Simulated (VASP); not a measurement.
# La (Fd-3m) in VASP: a series of runs

The runs below take La through single point, relaxation of cell and atoms, with PBE.

Everything below comes from runs of VASP 6.6.1. Logs are shortened: lines on timing, memory, paths and dates and some standing lists are left out, and cuts for length are marked.

### 1 The cell of the first run

Symmetry: Fd-3m, No. 227, cubic system. Conventional cell: a = 6.687 Å, b = 6.687 Å, c = 6.687 Å, α = 90.00°, β = 90.00°, γ = 90.00°. La (site symmetry -43m) has 4 La at 2.90 Å within 3.8 Å.

This isn't the form of La at room conditions, which is double hcp.

### 2 Single point, PBE

Contents of INCAR:

```
SYSTEM = La
PREC = Accurate
ENCUT = 520
EDIFF = 1E-6
ISMEAR = -1
SIGMA = 0.1
LREAL = .FALSE.
LASPH = .TRUE.
NELM = 80
ALGO = Normal
ISIF = 2
LWAVE = .FALSE.
LCHARG = .TRUE.
GGA = PE
LELF = .TRUE.
LVHAR = .TRUE.
NBANDS = 18
```

Contents of KPOINTS:

```
regular mesh
0
G
  8 8 8
  0 0 0
```

Contents of POSCAR:

```
La
1.0
    0.0000000000      3.3435070815      3.3435070815
    3.3435070815      0.0000000000      3.3435070815
    3.3435070815      3.3435070815      0.0000000000
La
2
Direct
    0.1250000000      0.1250000000      0.1250000000
    0.8750000000      0.8750000000      0.8750000000
```

Potentials or basis: VASP PAW PBE potentials, release 64 (La).

The run is started by

```bash
cat potpaw_PBE.64/La/POTCAR > POTCAR
mpirun -np 1 vasp_std > vasp.out
```

OUTCAR:

```text
SYSTEM = La
   PREC = Accurate
   ENCUT = 520
   EDIFF = 1E-6
   ISMEAR = -1
   LREAL = .FALSE.
   LASPH = .TRUE.
   NELM = 80
   ISIF = 2
   GGA = PE

 ion  position               nearest neighbor table
   1  0.125  0.125  0.125-   2 2.90   2 2.90   2 2.90   2 2.90
   2  0.875  0.875  0.875-   1 2.90   1 2.90   1 2.90   1 2.90

  LATTYP: Found a face centered cubic cell.
 ALAT       =     6.6870141630

  Lattice vectors:

 A1 = (   0.0000000000,   3.3435070815,   3.3435070815)
 A2 = (   3.3435070815,   0.0000000000,   3.3435070815)
 A3 = (   3.3435070815,   3.3435070815,   0.0000000000)

Analysis of symmetry for initial positions (statically):
=====================================================================
 Subroutine PRICEL returns:
 Original cell was already a primitive cell.

 Routine SETGRP: Setting up the symmetry group for a
 face centered cubic supercell.

 Subroutine GETGRP returns: Found 48 space group operations
 (whereof 12 operations were pure point group operations)
 out of a pool of 48 trial point group operations.

The static configuration has the point symmetry D_3d.
 The point group associated with its full space group is O_h .

Analysis of symmetry for dynamics (positions and initial velocities):
=====================================================================
 Subroutine PRICEL returns:
 Original cell was already a primitive cell.

 Routine SETGRP: Setting up the symmetry group for a
 face centered cubic supercell.

 Subroutine GETGRP returns: Found 48 space group operations
 (whereof 12 operations were pure point group operations)
 out of a pool of 48 trial point group operations.

The dynamic configuration has the point symmetry D_3d.
 The point group associated with its full space group is O_h .

 Subroutine INISYM returns: Found 48 space group operations
 (whereof 12 operations are pure point group operations),
 and found     1 'primitive' translations

----------------------------------------------------------------------------------------

                                     Primitive cell

  volume of cell :      74.7544

[... 78 lines left out ...]
 SYSTEM =  La
   PREC   = accura    normal or accurate (medium, high low for compatibility)
   ISTART =      0    job   : 0-new  1-cont  2-samecut
   ICHARG =      2    charge: 1-file 2-atom 10-const
   ISPIN  =      1    spin polarized calculation?
   LNONCOLLINEAR =      F non collinear calculations
   LSORBIT =      F    spin-orbit coupling
   LASPH  =      T    aspherical Exc in radial PAW
   ENCUT  =  520.0 eV  38.22 Ry    6.18 a.u.   8.79  8.79  8.79*2*pi/ulx,y,z
   NELM   =     80;   NELMIN=  2; NELMDL= -5     # of ELM steps
   EDIFF  = 0.1E-05   stopping-criterion for ELM
   LREAL  =      F    real-space projection
   EDIFFG = 0.1E-04   stopping-criterion for IOM
   NSW    =      0    number of steps for IOM
   IBRION =     -1    ionic relax: 0-MD 1-quasi-New 2-CG
   NFREE  =      0    steps in history (QN), initial steepest desc. (CG)
   ISIF   =      2    stress and relaxation
   ISYM   =      2    0-nonsym 1-usesym 2-fastsym
   POTIM  = 0.5000    time-step for ionic-motion
   TEBEG  =    0.0;   TEEND  =   0.0 temperature during run
   PSTRESS=    0.0 pullay stress
   NELECT =      22.0000    total number of electrons
   NUPDOWN=      -1.0000    fix difference up-down
   EMIN   =  10.00;   EMAX   =-10.00  energy-range for DOS
   EFERMI =   0.00;   METHOD = LEGACY
   ISMEAR =    -1;   SIGMA  =   0.10  broadening in eV -4-tet -1-fermi 0-gaus
   EFERMI_NEDOS =   21; number of points for ismear=-14 and -15
   IALGO  =     38    algorithm
   IMIX   =      4    mixing-type and parameters
     AMIX     =   0.40;   BMIX     =  1.00
     AMIX_MAG =   1.60;   BMIX_MAG =  1.00
  volume/ion in A,a.u.               =      37.38       252.23
  Fermi-wavevector in a.u.,A,eV,Ry     =   1.088939  2.057796 16.133622  1.185788
  Thomas-Fermi vector in A             =   2.225131
   LORBIT       =      0    0 simple, 1 ext, 2 COOP (PROOUT), +10 PAW based schemes
   GGA     = PE    functional components
   LHFCALC =     F    Hartree Fock is set to
   AEXX    =    0.0000 exact exchange contribution
   IVDW    =     0    specifies the selected vdW correction
   LEPSILON=     F    determine dielectric tensor
   LRPA    =     F    only Hartree local field effects (RPA)
 non-spin polarized calculation
  energy-cutoff  :      520.00
  volume of cell :       74.75
 maximum number of plane-waves:      2044
   NGX = 17   NGY = 17   NGZ = 17

 number of electron      22.0000000 magnetization

 Free energy of the ion-electron system (eV)
  ---------------------------------------------------
  ext. energy  EPLUGINS =         0.00000000
  ---------------------------------------------------
  free energy    TOTEN  =        -7.76862249 eV

  energy without entropy =       -7.69741630  energy(sigma->0) =       -7.73301940

 E-fermi :   7.4014     XC(G=0):  -9.2717

 val. band max:        7.3996591381   @ k =  -0.3750   0.5000   0.1250
 cond. band min:       7.4096705490   @ k =   0.3750   0.0000   0.0000
 fundamental gap:      0.0100114109
 Fermi energy:         7.4014040083

 k-point     1 :       0.0000    0.0000    0.0000
  band No.  band energies     occupation
      1     -26.1578      2.00000
      2     -24.4840      2.00000
      3     -10.3433      2.00000
      4     -10.3433      2.00000
      5     -10.3433      2.00000
      6      -8.2396      2.00000
[... 481 lines left out ...]
      5      -9.8551      2.00000
      6      -8.5089      2.00000
[... 10 lines left out ...]
     17       9.1676      0.00000
     18       9.4394      0.00000

 [... further k-points ...]

------------------------ aborting loop because EDIFF is reached ----------------------------------------

  FORCE on cell =-STRESS in cart. coord.  units (eV):
  Direction    XX          YY          ZZ          XY          YZ          ZX
  --------------------------------------------------------------------------------------
  -------------------------------------------------------------------------------------
  Total       -0.0228970     -0.0228970     -0.0228970     -0.0000000      0.0000000      0.0000000
  in kB       -0.4907415     -0.4907415     -0.4907415     -0.0000000      0.0000000      0.0000000
  external PRESSURE =      -0.4907415 kB  Pullay stress =       0.0000000 kB

 VOLUME and BASIS-vectors are now :
 -----------------------------------------------------------------------------
  energy-cutoff  :      520.00
  volume of cell :       74.75
      direct lattice vectors                 reciprocal lattice vectors
     0.000000000  3.343507081  3.343507081    -0.149543574  0.149543574  0.149543574
     3.343507081  0.000000000  3.343507081     0.149543574 -0.149543574  0.149543574
     3.343507081  3.343507081  0.000000000     0.149543574  0.149543574 -0.149543574

 POSITION                                       TOTAL-FORCE (eV/Angst)
 -----------------------------------------------------------------------------------
      0.83588      0.83588      0.83588         0.000000      0.000000      0.000000
      5.85114      5.85114      5.85114        -0.000000     -0.000000     -0.000000
 -----------------------------------------------------------------------------------
    total drift:                               -0.000000      0.000000      0.000000

  FREE ENERGIE OF THE ION-ELECTRON SYSTEM (eV)
  ---------------------------------------------------
  free  energy   TOTEN  =        -7.7686224915 eV

  energy  without entropy=       -7.6974163020  energy(sigma->0) =       -7.73301940
```

OSZICAR:

```text
N       E                     dE             d eps       ncg     rms          rms(c)
DAV:   1     0.264413453755E+03    0.26441E+03   -0.80439E+03  1052   0.169E+03
DAV:   2     0.330018737863E+02   -0.23141E+03   -0.22685E+03  1484   0.307E+02
DAV:   3    -0.439091287382E+01   -0.37393E+02   -0.36316E+02  1748   0.148E+02
DAV:   4    -0.796090079098E+01   -0.35700E+01   -0.34996E+01  2072   0.414E+01
DAV:   5    -0.823270554206E+01   -0.27180E+00   -0.27053E+00  1720   0.110E+01    0.624E+00
DAV:   6    -0.784817796689E+01    0.38453E+00   -0.15213E+00  2064   0.106E+01    0.398E+00
DAV:   7    -0.777907596014E+01    0.69102E-01   -0.26345E-01  2088   0.348E+00    0.134E+00
DAV:   8    -0.776844434910E+01    0.10632E-01   -0.36749E-02  2072   0.182E+00    0.125E-01
DAV:   9    -0.776859184936E+01   -0.14750E-03   -0.23897E-03  2048   0.363E-01    0.795E-02
DAV:  10    -0.776861864909E+01   -0.26800E-04   -0.23407E-04  2080   0.148E-01    0.140E-02
DAV:  11    -0.776862056292E+01   -0.19138E-05   -0.14089E-05  1920   0.266E-02    0.679E-03
DAV:  12    -0.776862255234E+01   -0.19894E-05   -0.23069E-06  1616   0.136E-02    0.134E-03
DAV:  13    -0.776862249150E+01    0.60839E-07   -0.24808E-07  1368   0.105E-02
   1 F= -.77686225E+01 E0= -.77330194E+01  d E =-.712062E-01
```

It took 1.8 min on 1 thread of Intel Xeon 8259CL, shared host; peak memory 0.23 GiB.

What came out:

| Property | Result |
| --- | --- |
| Free energy | -7.7686 eV |
| Pressure | 0.0 GPa |
| Band gap on the k mesh | zero (bands 11 and 12 overlap by 0.34 eV) |

Levels at points of the mesh, in eV from the Fermi level:
| k point | band 7 | band 8 | band 9 | band 10 | band 11 | band 12 | band 13 | band 14 | band 15 | band 16 |
| --- | --- | --- | --- | --- | --- | --- | --- | --- | --- | --- |
| (0.00, 0.00, 0.00) | -15.64 | -15.64 | -2.37 | -0.73 | -0.73 | 0.90 | 0.90 | 0.90 | 1.58 | 1.66 |
| (0.50, 0.00, 0.00) | -15.24 | -15.24 | -1.15 | -0.60 | -0.60 | -0.21 | 0.07 | 0.07 | 1.69 | 1.70 |
| (0.50, 0.50, 0.00) | -14.81 | -14.81 | -1.69 | -1.69 | -0.10 | -0.10 | 0.76 | 0.76 | 1.75 | 1.75 |

Caveat: spin-orbit coupling is left out, which moves the levels of the heavy elements.

(Part 1 of 2 ends here.)

The gap in the log of VASP goes by the Fermi energy; the results here count the filled bands.